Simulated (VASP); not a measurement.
Here is a VASP 6.6.1 calculation.

The input INCAR:

```
  PREC = Accurate
  ENCUT = 600
  EDIFF = 1E-6
  ISMEAR = 0
  SIGMA = 0.02
  LREAL = False
  LASPH = True
  NELM = 120
  ALGO = Normal
  ISIF = 2
  LWAVE = False
  LCHARG = True
  GGA = PE
  LELF = True
  LVHAR = True
  NBANDS = 35
  GGA_COMPAT = False
```

Contents of KPOINTS:

```
Automatic mesh
0
Gamma
  6 6 8
```

The input POSCAR:

```
ZnF2
1.0
    4.8000348543      0.0000000000      0.0000000000
    0.0000000000      4.8000348543      0.0000000000
    0.0000000000      0.0000000000      3.1754915661
Zn F
2 4
Direct
    0.0000000000      0.0000000000      0.0000000000
    0.5000000000      0.5000000000      0.5000000000
    0.3043835381      0.3043835381      0.0000000000
    0.1956164619      0.8043835381      0.5000000000
    0.6956164619      0.6956164619      0.0000000000
    0.8043835381      0.1956164619      0.5000000000
```

Potentials or basis: VASP PAW PBE potentials, release 64 (Zn, F).

Launch:

```bash
$ cat potpaw_PBE.64/Zn/POTCAR potpaw_PBE.64/F/POTCAR > POTCAR
$ mpirun -np 1 vasp_std > vasp.out
```

Q: What does it give for the largest force?

A: 0.014 eV/Å.

Q: Predict the pressure.

A: 0.3 GPa.

Stress tensor (GPa, compression positive):
```
0.23 0.00 0.00
0.00 0.23 0.00
0.00 0.00 0.49
```
